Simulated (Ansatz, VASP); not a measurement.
## Two plane-wave programs on BAs

Contents of INCAR:

```
SYSTEM = BAs
  ALGO = Normal
  EDIFF = 1E-7
  ENCUT = 520
  GGA = PE
  ISIF = 2
  ISMEAR = 0
  LASPH = .True.
  LCHARG = .False.
  LREAL = .False.
  LWAVE = .False.
  NBANDS = 11
  NELM = 80
  PREC = Accurate
  SIGMA = 0.02
```

File KPOINTS:

```
k-points
0
Gamma
  10 10 10
  0 0 0
```

POSCAR

```
BAs
1.0
    0.0000000000      2.3300364431      2.3300364431
    2.3300364431      0.0000000000      2.3300364431
    2.3300364431      2.3300364431      0.0000000000
B As
1 1
Direct
    0.2500000000      0.2500000000      0.2500000000
    0.5000000000      0.5000000000      0.5000000000
```

Input for Ansatz:

```yaml
crystal:
  lattice:
    - [0.0, 2.3300364431, 2.3300364431]
    - [2.3300364431, 0.0, 2.3300364431]
    - [2.3300364431, 2.3300364431, 0.0]
  atoms:
    - { symbol: B, position: [0.25, 0.25, 0.25] }
    - { symbol: As, position: [0.5, 0.5, 0.5] }
basis:
  ecutwfc: 420
kpoints:
  mp_grid: { grid: [10, 10, 10] }
hamiltonian:
  xc: pbe
scf:
  occupations: { method: gaussian, width: 0.02 }
output:
  forces: true
  stress: true
  eigenvalues: true
  write_density: true
  write_potential: true
  elf: true
  volumetric_format: npy
```

Alike in both runs: task single point; functional PBE; k mesh 10 × 10 × 10; occupations gaussian, width 0.02 eV; no spin polarisation.

```csv
,VASP,Ansatz
version,VASP 6.6.1,Ansatz 0.2.0
potentials or method,"VASP PAW PBE potentials, release 64 (B, As), cutoff 520 eV","scalar-relativistic, plane waves, PAW"
valence electrons in the cell,8,18
```

|  | VASP | Ansatz | Ansatz less VASP |
| --- | --- | --- | --- |
| gap on the k mesh at the Fermi level (eV) | 1.10 | 1.11 | +0.010 |
| least direct gap on the mesh (eV) | 3.37 | 3.38 | +0.004 |
| pressure (GPa) | 16.0 | 15.1 | -0.94 |

The functional is the same, so the differences come from potentials, cutoffs and numerics. VASP's potentials hold 8 valence electrons a cell and Ansatz's 18, so a difference there can come from the potentials and not from the codes.
